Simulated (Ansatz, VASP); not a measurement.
**MgO: VASP beside Ansatz**

```
Mg O
1.0
     3.48029    0.00000    0.00000
    -1.74015    3.01402    0.00000
     0.00000    0.00000    4.33816
Mg O
2 2
Direct
  0.66947 0.33333 0.75000
  0.33614 0.66667 0.25000
  0.66241 0.33333 0.25000
  0.32907 0.66667 0.75000
```

Change from the starting cell: mode 8 frozen in at -0.015 Å, strain +e along z and -e/2 along x and y +0.0233.

Alike in both runs: task single point; functional PBE; k mesh 9 × 9 × 6; occupations gaussian, width 0.05 eV; no spin polarisation.

```csv
,VASP,Ansatz
version,VASP 6.6.1,Ansatz 0.2.0
potentials or method,"VASP PAW PBE potentials, release 64 (Mg, O), cutoff 520 eV","scalar-relativistic, plane waves, PAW"
valence electrons in the cell,16,32
```

|  | VASP | Ansatz | Ansatz less VASP |
| --- | --- | --- | --- |
| gap on the k mesh at the Fermi level (eV) | 3.21 | 3.23 | +0.021 |
| least direct gap on the mesh (eV) | 3.21 | 3.23 | +0.021 |
| pressure (GPa) | -0.3 | 0.3 | +0.56 |
| traceless stress, the component that is largest in VASP (GPa) | -3.50 | -3.38 | +0.127 |
| rms of the force components (eV/Å) | 0.132 | 0.131 | -0.0012 |

Atom by atom the forces differ by 0.001 eV/Å (rms over components). VASP's potentials hold 16 valence electrons a cell and Ansatz's 32, so a difference there can come from the potentials and not from the codes.
